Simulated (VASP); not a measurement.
# BN (P6_3mc) in VASP: notebook

Aim: see how the results for BN move with the level of theory and the settings. Levels: PBE, r2SCAN. Tasks: single point.

All numbers are computed with VASP 6.6.1; they aren't measurements. Logs are shortened: lines on timing, memory, paths and dates and some standing lists are left out, and cuts for length are marked.

### Step 1. The cell of the first run

It takes space group P6_3mc (No. 186, hexagonal). Conventional cell: a = 2.544 Å, b = 2.544 Å, c = 4.208 Å, α = 90.00°, β = 90.00°, γ = 120.00°. B (site symmetry 3m) has 4 N at 1.56 to 1.58 Å within 2.1 Å. N (site symmetry 3m) has 4 B at 1.56 to 1.58 Å within 2.1 Å.

### Step 2. Single point, PBE

Contents of INCAR:

```
SYSTEM = BN
ALGO = Normal ; EDIFF = 1E-6
ENCUT = 520 ; GGA = PE
ISIF = 2 ; ISMEAR = 0
LASPH = .True. ; LCHARG = .False.
LREAL = .False. ; LWAVE = .False.
NBANDS = 16 ; NELM = 80
PREC = Accurate ; SIGMA = 0.01
```

Contents of KPOINTS:

```
k-points
0
Gamma
  9 9 4
  0 0 0
```

Contents of POSCAR:

```
BN
1.0
    2.5439493114      0.0000000000      0.0000000000
   -1.2719746557      2.2031247296      0.0000000000
    0.0000000000      0.0000000000      4.2078167820
B N
2 2
Direct
    0.6666666667      0.3333333333      0.0002035746
    0.3333333333      0.6666666667      0.5002035746
    0.6666666667      0.3333333333      0.3747964254
    0.3333333333      0.6666666667      0.8747964254
```

Potentials or basis: VASP PAW PBE potentials, release 64 (B, N).

Command:

```
cat potpaw_PBE.64/B/POTCAR potpaw_PBE.64/N/POTCAR > POTCAR
mpirun -np 1 vasp_std > vasp.out
```

OUTCAR:

```text
SYSTEM = BN
   EDIFF = 1E-6
   ENCUT = 520
   GGA = PE
   ISIF = 2
   ISMEAR = 0
   LASPH = .True.
   LREAL = .False.
   NELM = 80
   PREC = Accurate

 ion  position               nearest neighbor table
   1  0.667  0.333  0.000-   4 1.56   4 1.56   4 1.56   3 1.58
   2  0.333  0.667  0.500-   3 1.56   3 1.56   3 1.56   4 1.58
   3  0.667  0.333  0.375-   2 1.56   2 1.56   2 1.56   1 1.58
   4  0.333  0.667  0.875-   1 1.56   1 1.56   1 1.56   2 1.58

  LATTYP: Found a hexagonal cell.
 ALAT       =     2.5439493114
 C/A-ratio  =     1.6540489872

  Lattice vectors:

 A1 = (   2.5439493114,   0.0000000000,   0.0000000000)
 A2 = (  -1.2719746557,   2.2031247296,   0.0000000000)
 A3 = (   0.0000000000,   0.0000000000,   4.2078167820)

Analysis of symmetry for initial positions (statically):
=====================================================================
 Subroutine PRICEL returns:
 Original cell was already a primitive cell.

 Routine SETGRP: Setting up the symmetry group for a
 hexagonal supercell.

 Subroutine GETGRP returns: Found 12 space group operations
 (whereof  6 operations were pure point group operations)
 out of a pool of 24 trial point group operations.

The static configuration has the point symmetry C_3v.
 The point group associated with its full space group is C_6v.

Analysis of symmetry for dynamics (positions and initial velocities):
=====================================================================
 Subroutine PRICEL returns:
 Original cell was already a primitive cell.

 Routine SETGRP: Setting up the symmetry group for a
 hexagonal supercell.

 Subroutine GETGRP returns: Found 12 space group operations
 (whereof  6 operations were pure point group operations)
 out of a pool of 24 trial point group operations.

The dynamic configuration has the point symmetry C_3v.
 The point group associated with its full space group is C_6v.

 Subroutine INISYM returns: Found 12 space group operations
 (whereof  6 operations are pure point group operations),
 and found     1 'primitive' translations

----------------------------------------------------------------------------------------

                                     Primitive cell

[... 92 lines left out ...]
   ENCUT  =  520.0 eV  38.22 Ry    6.18 a.u.   4.73  4.73  7.82*2*pi/ulx,y,z
   NELM   =     80;   NELMIN=  2; NELMDL= -5     # of ELM steps
   EDIFF  = 0.1E-05   stopping-criterion for ELM
   LREAL  =      F    real-space projection
   EDIFFG = 0.1E-04   stopping-criterion for IOM
   NSW    =      0    number of steps for IOM
   IBRION =     -1    ionic relax: 0-MD 1-quasi-New 2-CG
   NFREE  =      0    steps in history (QN), initial steepest desc. (CG)
   ISIF   =      2    stress and relaxation
   ISYM   =      2    0-nonsym 1-usesym 2-fastsym
   POTIM  = 0.5000    time-step for ionic-motion
   TEBEG  =    0.0;   TEEND  =   0.0 temperature during run
   PSTRESS=    0.0 pullay stress
   NELECT =      16.0000    total number of electrons
   NUPDOWN=      -1.0000    fix difference up-down
   EMIN   =  10.00;   EMAX   =-10.00  energy-range for DOS
   EFERMI =   0.00;   METHOD = LEGACY
   ISMEAR =     0;   SIGMA  =   0.01  broadening in eV -4-tet -1-fermi 0-gaus
   EFERMI_NEDOS =   21; number of points for ismear=-14 and -15
   IALGO  =     38    algorithm
   IMIX   =      4    mixing-type and parameters
     AMIX     =   0.40;   BMIX     =  1.00
     AMIX_MAG =   1.60;   BMIX_MAG =  1.00
  volume/ion in A,a.u.               =       5.90        39.79
  Fermi-wavevector in a.u.,A,eV,Ry     =   1.438512  2.718393 28.154749  2.069316
  Thomas-Fermi vector in A             =   2.557470
   LORBIT       =      0    0 simple, 1 ext, 2 COOP (PROOUT), +10 PAW based schemes
   GGA     = PE    functional components
   LHFCALC =     F    Hartree Fock is set to
   AEXX    =    0.0000 exact exchange contribution
   IVDW    =     0    specifies the selected vdW correction
   LEPSILON=     F    determine dielectric tensor
   LRPA    =     F    only Hartree local field effects (RPA)
 non-spin polarized calculation
 Gauss-broadening in eV      SIGMA  =   0.01
  energy-cutoff  :      520.00
  volume of cell :       23.58
 maximum number of plane-waves:       652
 NGX is ok and might be reduce to    20
   NGX =  9   NGY =  9   NGZ = 15

 number of electron      16.0000000 magnetization

 Free energy of the ion-electron system (eV)
  ---------------------------------------------------
  ext. energy  EPLUGINS =         0.00000000
  ---------------------------------------------------
  free energy    TOTEN  =       -34.82759699 eV

  energy without entropy =      -34.82759699  energy(sigma->0) =      -34.82759699

 E-fermi :   7.6399     XC(G=0): -12.8219

 val. band max:        7.5828032818   @ k =   0.0000   0.0000   0.0000
 cond. band min:      12.7723196564   @ k =   0.3333   0.3333   0.0000
 fundamental gap:      5.1895163746
 Fermi energy:         7.6398716669

 k-point     1 :       0.0000    0.0000    0.0000
  band No.  band energies     occupation
      1     -12.8454      2.00000
      2      -8.6821      2.00000
      3      -3.3541      2.00000
      4       5.4547      2.00000
      5       5.4547      2.00000
      6       7.3144      2.00000
[... 433 lines left out ...]
      3      -1.2760      2.00000
      4      -0.6533      2.00000
      5      -0.6533      2.00000
      6       1.3087      2.00000
[... 8 lines left out ...]
     15      23.9968      0.00000
     16      23.9968      0.00000

 [... further k-points ...]

------------------------ aborting loop because EDIFF is reached ----------------------------------------

  FORCE on cell =-STRESS in cart. coord.  units (eV):
  Direction    XX          YY          ZZ          XY          YZ          ZX
  --------------------------------------------------------------------------------------
  -------------------------------------------------------------------------------------
  Total        0.7353402      0.7353402      0.7099413      0.0000000      0.0000000      0.0000000
  in kB       49.9567928     49.9567928     48.2312655      0.0000000      0.0000000      0.0000000
  external PRESSURE =      49.3816170 kB  Pullay stress =       0.0000000 kB

 VOLUME and BASIS-vectors are now :
 -----------------------------------------------------------------------------
  energy-cutoff  :      520.00
  volume of cell :       23.58
      direct lattice vectors                 reciprocal lattice vectors
     2.543949311  0.000000000  0.000000000     0.393089593  0.226950382  0.000000000
    -1.271974656  2.203124730  0.000000000     0.000000000  0.453900765  0.000000000
     0.000000000  0.000000000  4.207816782     0.000000000  0.000000000  0.237652933

 POSITION                                       TOTAL-FORCE (eV/Angst)
 -----------------------------------------------------------------------------------
      1.27197      0.73437      0.00086        -0.000000     -0.000000      0.008299
     -0.00000      1.46875      2.10476        -0.000000     -0.000000      0.008299
      1.27197      0.73437      1.57707         0.000000     -0.000000     -0.008299
     -0.00000      1.46875      3.68098        -0.000000      0.000000     -0.008299
 -----------------------------------------------------------------------------------
    total drift:                               -0.000000     -0.000000     -0.000415

  FREE ENERGIE OF THE ION-ELECTRON SYSTEM (eV)
  ---------------------------------------------------
  free  energy   TOTEN  =       -34.8275969882 eV

  energy  without entropy=      -34.8275969882  energy(sigma->0) =      -34.82759699
```

OSZICAR:

```text
N       E                     dE             d eps       ncg     rms          rms(c)
DAV:   1     0.381497423983E+02    0.38150E+02   -0.83611E+03  1152   0.976E+02
DAV:   2    -0.345089708802E+02   -0.72659E+02   -0.68157E+02  1656   0.227E+02
DAV:   3    -0.367726548197E+02   -0.22637E+01   -0.22594E+01  1296   0.374E+01
DAV:   4    -0.367779370962E+02   -0.52823E-02   -0.52818E-02  1400   0.204E+00
DAV:   5    -0.367779514704E+02   -0.14374E-04   -0.14374E-04  1304   0.982E-02    0.951E+00
DAV:   6    -0.349944609329E+02    0.17835E+01   -0.22337E+00  1448   0.136E+01    0.452E+00
DAV:   7    -0.348562126599E+02    0.13825E+00   -0.32438E-01  1440   0.458E+00    0.275E+00
DAV:   8    -0.348285340014E+02    0.27679E-01   -0.53441E-02  1336   0.188E+00    0.259E-01
DAV:   9    -0.348273152448E+02    0.12188E-02   -0.19212E-03  1320   0.523E-01    0.135E-01
DAV:  10    -0.348275890430E+02   -0.27380E-03   -0.48066E-04  1352   0.172E-01    0.253E-02
DAV:  11    -0.348275960567E+02   -0.70136E-05   -0.32279E-05  1432   0.551E-02    0.149E-02
DAV:  12    -0.348275969882E+02   -0.93154E-06   -0.56803E-06  1360   0.237E-02
   1 F= -.34827597E+02 E0= -.34827597E+02  d E =-.249851E-18
```

stdout:

```text
POSCAR found type information on POSCAR B N
 POSCAR found :  2 types and       4 ions
 scaLAPACK will be used
 LDA part: xc-table for (Slater+PW92), standard interpolation
 POSCAR, INCAR and KPOINTS ok, starting setup
 FFT: planning ... GRIDC
 FFT: planning ... GRID_SOFT
 FFT: planning ... GRID
 WAVECAR not read
 entering main loop
```

Wall time 5.6 s (1 thread of Intel Xeon 6975P-C (Granite Rapids), shared host); peak memory 0.13 GiB.

Results:

```
Free energy            : -34.8276 eV
Pressure               : 4.9 GPa
Largest force          : 0.008 eV/Å
Band gap on the k mesh : 5.19 eV (least direct gap 8.29 eV)
```

Forces on the atoms (eV/Å):
```
B    0.000  0.000  0.008
B    0.000  0.000  0.008
N    0.000  0.000 -0.008
N    0.000  0.000 -0.008
```

Stress tensor (GPa, compression positive):
```
5.00 0.00 0.00
0.00 5.00 0.00
0.00 0.00 4.82
```

Levels at points of the mesh, in eV from the valence-band top:
| k point | band 4 | band 5 | band 6 | band 7 | band 8 | band 9 | band 10 | band 11 | band 12 | band 13 |
| --- | --- | --- | --- | --- | --- | --- | --- | --- | --- | --- |
| (0.00, 0.00, 0.00) | -2.13 | -2.13 | -0.27 | 0.00 | 0.00 | 8.38 | 8.38 | 8.62 | 9.56 | 10.81 |
| (0.00, 0.00, 0.50) | -5.72 | -1.18 | -1.18 | -1.18 | -1.18 | 9.52 | 9.52 | 9.94 | 9.94 | 9.94 |

Caveat: the cell stands under pressure; an odd mesh through Γ misses points on the zone boundary, where band edges can lie.

### Step 3. Single point, r2SCAN

POSCAR is that of step 2.

Contents of INCAR.step1:

```
ALGO = Normal
EDIFF = 1E-4
ENCUT = 520
GGA = PE
ISMEAR = 0
LASPH = T
LCHARG = F
LREAL = F
LWAVE = T
NBANDS = 16
NELM = 100
PREC = Accurate
SIGMA = 0.01
```

Contents of INCAR.step2:

```
ALGO = Normal
EDIFF = 1E-6
ENCUT = 520
ISIF = 2
ISMEAR = 0
ISTART = 1
LASPH = T
LCHARG = F
LMIXTAU = T
LREAL = F
LWAVE = F
METAGGA = R2SCAN
NBANDS = 16
NELM = 100
PREC = Accurate
SIGMA = 0.01
```

Contents of KPOINTS:

```
k-points
0
Gamma
  6 6 4
```

Potentials or basis: VASP PAW PBE potentials, release 64 (B, N).

Command:

```
cat potpaw_PBE.64/B/POTCAR potpaw_PBE.64/N/POTCAR > POTCAR
cp INCAR.step1 INCAR
mpirun -np 1 vasp_std > vasp.out
cp INCAR.step2 INCAR
mpirun -np 1 vasp_std > vasp.out
```

Run time: 16 s. Hardware: 1 thread of Intel Xeon 6975P-C (Granite Rapids), shared host; peak memory 0.13 GiB.

Results (log left out):

```
Free energy            : -38.2620 eV
Pressure               : 1.1 GPa
Band gap on the k mesh : 5.72 eV (least direct gap 8.99 eV)
```

Forces in eV/Å, atoms in the order of the input:
```
B    0.000  0.000 -0.002
B    0.000  0.000 -0.002
N    0.000  0.000  0.002
N    0.000  0.000  0.002
```

Stress tensor (GPa, compression positive):
```
1.18 0.00 0.00
0.00 1.18 0.00
0.00 0.00 1.04
```

Levels at points of the mesh, in eV from the valence-band top:
```
           k point  band 6  band 7  band 8  band 9  band 10  band 11
(0.00, 0.00, 0.00)   -0.27    0.00    0.00    9.07     9.07     9.31
(0.50, 0.00, 0.00)   -5.19   -4.53   -2.20    7.30     8.60    11.38
(0.00, 0.00, 0.50)   -1.22   -1.22   -1.22   10.25    10.25    10.69
(0.50, 0.00, 0.50)   -3.92   -3.73   -3.73    7.20     7.20    10.72
```

Caveat: the k points lie up to 0.48 Å⁻¹ apart; the PAW data sets were made with another functional, which shifts forces and pressure a little. r2SCAN opens gaps a little over a GGA but as a rule still falls short of measured ones.
